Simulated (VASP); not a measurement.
# Os (P6_3/mmc) in VASP: notebook, part 2 of 2

VASP 6.6.1.

### 4 Single point, SVWN5

This run uses another cell than the first one, of 13.14 Å³/atom.

File INCAR:

```
PREC = Accurate ; ENCUT = 560
EDIFF = 1E-6 ; ISMEAR = -1
SIGMA = 0.05 ; LREAL = False
LASPH = True ; NELM = 120
ALGO = Normal ; ISIF = 2
LWAVE = False ; LCHARG = False
GGA = VW ; NBANDS = 23
GGA_COMPAT = False
```

File KPOINTS:

```
Automatic mesh
0
Gamma
  11 11 6
```

File POSCAR:

```
Os
1.0
    2.6782863798      0.0000000000      0.0000000000
   -1.3391431899      2.3194640436      0.0000000000
    0.0000000000      0.0000000000      4.2315181138
Os
2
Direct
    0.6666666667      0.3333333333      0.7500000000
    0.3333333333      0.6666666667      0.2500000000
```

Potentials or basis: VASP PAW PBE potentials, release 64 (Os_sv_GW).

Started as:

```bash
$ cat potpaw_PBE.64/Os_sv_GW/POTCAR > POTCAR
$ mpirun -np 1 vasp_std > vasp.out
```

OUTCAR:

```text
PREC = Accurate
   ENCUT = 560
   EDIFF = 1E-6
   ISMEAR = -1
   LREAL = False
   LASPH = True
   NELM = 120
   ISIF = 2
   GGA = VW

 ion  position               nearest neighbor table
   1  0.667  0.333  0.750-   2 2.62   2 2.62   2 2.62   2 2.62   2 2.62   2 2.62
   2  0.333  0.667  0.250-   1 2.62   1 2.62   1 2.62   1 2.62   1 2.62   1 2.62

  LATTYP: Found a hexagonal cell.
 ALAT       =     2.6782863798
 C/A-ratio  =     1.5799348963

  Lattice vectors:

 A1 = (   2.6782863798,   0.0000000000,   0.0000000000)
 A2 = (  -1.3391431899,   2.3194640436,   0.0000000000)
 A3 = (   0.0000000000,   0.0000000000,   4.2315181138)

Analysis of symmetry for initial positions (statically):
=====================================================================
 Subroutine PRICEL returns:
 Original cell was already a primitive cell.

 Routine SETGRP: Setting up the symmetry group for a
 hexagonal supercell.

 Subroutine GETGRP returns: Found 24 space group operations
 (whereof 12 operations were pure point group operations)
[... 160 lines left out ...]
  ext. energy  EPLUGINS =         0.00000000
  ---------------------------------------------------
  free energy    TOTEN  =       -27.70665312 eV

  energy without entropy =      -27.69455474  energy(sigma->0) =      -27.70060393

 E-fermi :  14.5774     XC(G=0): -15.2125

 val. band max:       14.5623400355   @ k =   0.0909   0.0000   0.3333
 cond. band min:      14.6393063230   @ k =   0.3636   0.0909   0.3333
 fundamental gap:      0.0769662875
 Fermi energy:        14.5773599292

 k-point     1 :       0.0000    0.0000    0.0000
  band No.  band energies     occupation
      1     -72.1815      2.00000
      2     -72.0283      2.00000
      3     -32.2589      2.00000
      4     -31.0937      2.00000
      5     -31.0937      2.00000
      6     -30.8770      2.00000
[... 613 lines left out ...]
     22      30.2797      0.00000
     23      30.9612      0.00000

 [... further k-points ...]

------------------------ aborting loop because EDIFF is reached ----------------------------------------

  FORCE on cell =-STRESS in cart. coord.  units (eV):
  Direction    XX          YY          ZZ          XY          YZ          ZX
  --------------------------------------------------------------------------------------
  -------------------------------------------------------------------------------------
  Total        2.9918534      2.9918534      3.2529657     -0.0000000      0.0000000     -0.0000000
  in kB      182.3517891    182.3517891    198.2664407     -0.0000000      0.0000000     -0.0000000
  external PRESSURE =     187.6566729 kB  Pullay stress =       0.0000000 kB

 VOLUME and BASIS-vectors are now :
 -----------------------------------------------------------------------------
  energy-cutoff  :      560.00
  volume of cell :       26.29
      direct lattice vectors                 reciprocal lattice vectors
     2.678286380  0.000000000  0.000000000     0.373373067  0.215567041  0.000000000
    -1.339143190  2.319464044  0.000000000     0.000000000  0.431134081  0.000000000
     0.000000000  0.000000000  4.231518114     0.000000000  0.000000000  0.236321805

 POSITION                                       TOTAL-FORCE (eV/Angst)
 -----------------------------------------------------------------------------------
      1.33914      0.77315      3.17364         0.000000     -0.000000      0.000000
     -0.00000      1.54631      1.05788        -0.000000      0.000000      0.000000
 -----------------------------------------------------------------------------------
    total drift:                                0.000000     -0.000000      0.000000

  FREE ENERGIE OF THE ION-ELECTRON SYSTEM (eV)
  ---------------------------------------------------
  free  energy   TOTEN  =       -27.7066531237 eV

  energy  without entropy=      -27.6945547381  energy(sigma->0) =      -27.70060393
```

stdout:

```text
POSCAR found type information on POSCAR Os
 POSCAR found :  1 types and       2 ions
 scaLAPACK will be used
 -----------------------------------------------------------------------------
|                                                                             |
|                                                                             |
|     You enforced a specific xc type in the INCAR file but a different       |
|     I HOPE YOU KNOW WHAT YOU ARE DOING!                                     |
|                                                                             |
 -----------------------------------------------------------------------------

 LDA part: xc-table for (Slater(with rela. corr.)+VWN5), standard interpolation
 POSCAR, INCAR and KPOINTS ok, starting setup
 FFT: planning ... GRIDC
 FFT: planning ... GRID_SOFT
 FFT: planning ... GRID
 WAVECAR not read
 entering main loop
```

Wall time 16 s (1 thread of Intel Xeon Platinum 8559C (Emerald Rapids), shared host); peak memory 0.17 GiB.

What came out:

| Quantity | Value |
| --- | --- |
| Free energy | -27.7067 eV |
| Pressure | 18.8 GPa |
| Band gap on the k mesh | zero (bands 16 and 17 overlap by 4.30 eV) |

Caveat: the cell stands under pressure; the PAW data sets were made with another functional, which shifts forces and pressure a little; spin-orbit coupling is left out, which moves the levels of the heavy elements.

### 5 The runs side by side

```csv
level,cell,gap on the mesh (eV),pressure (GPa)
BLYP+D4,"a = 2.697, b = 2.697, c = 4.261 Å, angles 90.0, 90.0, 120.0°, 2 atoms",none,31.1
SVWN5,"a = 2.770, b = 2.770, c = 4.377 Å, angles 90.0, 90.0, 120.0°, 2 atoms",none,-25.0
SVWN5,"a = 2.678, b = 2.678, c = 4.232 Å, angles 90.0, 90.0, 120.0°, 2 atoms",none,18.8
```

Alike in all rows: task single point; potentials or basis VASP PAW PBE potentials, release 64 (Os_sv_GW); no spin polarisation; k mesh 11 × 11 × 6; cutoff (eV) 560; smearing fermi-dirac 0.05 eV.

Caveats: the PAW data sets were made with another functional, which shifts forces and pressure a little; spin-orbit coupling is left out, which moves the levels of the heavy elements; the cell stands under pressure (at least some runs); the dispersion term is far too large for a dense solid, which distorts pressure and volume (at least some runs); the cell stands under tension (at least some runs).

Absolute energies hang on the potentials; compare differences alone.

The gap in the log of VASP goes by the Fermi energy; the results here count the filled bands.